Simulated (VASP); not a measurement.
A run of VASP 6.6.1 is set up as follows.

Contents of INCAR:

```
PREC = Accurate ; ENCUT = 520
EDIFF = 1E-6 ; ISMEAR = -1
SIGMA = 0.02 ; LREAL = Auto
LASPH = True ; NELM = 60
ALGO = Normal ; ISIF = 2
LWAVE = False ; LCHARG = False
GGA = PE ; IVDW = 12
IBRION = 2 ; NSW = 35
EDIFFG = -0.3
```

The input KPOINTS:

```
regular mesh
0
Gamma
  1 1 1
```

File POSCAR:

```
H12CO5
1.0
    5.7184790000      0.0000000000      0.0000000000
    0.0000000000      5.7184790000      0.0000000000
    0.0000000000      0.0000000000      5.7184790000
O H C
5 12 1
Direct
    0.0996721000      1.0440399000      0.7838685000
    0.9019699000      0.4521600000      0.4098368000
    0.7433143000      0.4431866000      0.9020438000
    0.4117171000      0.2639545000      0.3082517000
    0.6874948000      0.9353494000      0.0220882000
    0.1979530000      0.9541770000      0.6792107000
   -0.0463908000      0.9583319000      0.7866099000
    1.0117223000      0.4229989000      0.2841714000
    0.7502676000      0.4381147000      0.3358309000
    0.7359779000      0.5869302000      0.8127594000
    0.7443934000      0.3216736000      0.7840557000
    0.4118902000      0.3190197000      0.1480782000
    0.3942275000      0.0961015000      0.2938564000
    0.8792865000      0.8069064000      0.2895111000
    0.6612491000      1.0837164000     -0.0558301000
    1.0208544000      1.0374912000      0.1375892000
    0.7874885000      1.0998302000      0.3348971000
    0.8521972000      0.9751589000      0.2043123000
```

Potentials or basis: VASP PAW PBE potentials, release 64 (O, H, C).

Launch:

```bash
$ cat potpaw_PBE.64/O/POTCAR potpaw_PBE.64/H/POTCAR potpaw_PBE.64/C/POTCAR > POTCAR
$ mpirun -np 1 vasp_gam > vasp.out
```

(1) What does it give for the dispersion energy per atom?

(2) Predict the energy gained by relaxing.

Answers

(1) -0.034 eV.

(2) 66.0 meV/atom.

Caveat: the k points lie up to 1.10 Å⁻¹ apart.
